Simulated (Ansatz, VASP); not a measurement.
**Au in VASP and in Ansatz**

```
Au
1.0
     0.00000    2.02408    2.02408
     2.02408    0.00000    2.02408
     2.02408    2.02408    0.00000
Au
1
Direct
  0.00000 0.00000 0.00000
```

Alike in both runs: functional LDA; k mesh 16 × 16 × 16; occupations fermi-dirac, width 0.15 eV; no spin polarisation.

Ansatz relaxed the structure, and its values are those at the end. VASP's run is a single point on that final structure, the one shown.

|  | VASP | Ansatz |
| --- | --- | --- |
| version | VASP 6.6.1 | Ansatz 0.2.0 |
| potentials or method | VASP PAW LDA potentials, release 64 (Au), cutoff 500 eV | scalar-relativistic, plane waves, PAW |
| valence electrons in the cell | 11 | 19 |

|  | VASP | Ansatz | Ansatz less VASP |
| --- | --- | --- | --- |
| gap on the k mesh at the Fermi level (eV) | none | none | - |
| pressure (GPa) | 0.5 | 0.0 | -0.51 |

Ansatz warns that its potentials were made for another functional, while VASP's fit it. LDA's correlation is that of Perdew and Zunger in VASP and of Perdew and Wang (1992) in Ansatz. A gap of «none» marks a metal or a gap that the smearing closes. VASP's potentials hold 11 valence electrons a cell and Ansatz's 19, so a difference there can come from the potentials and not from the codes.

Spin-orbit coupling is off throughout.
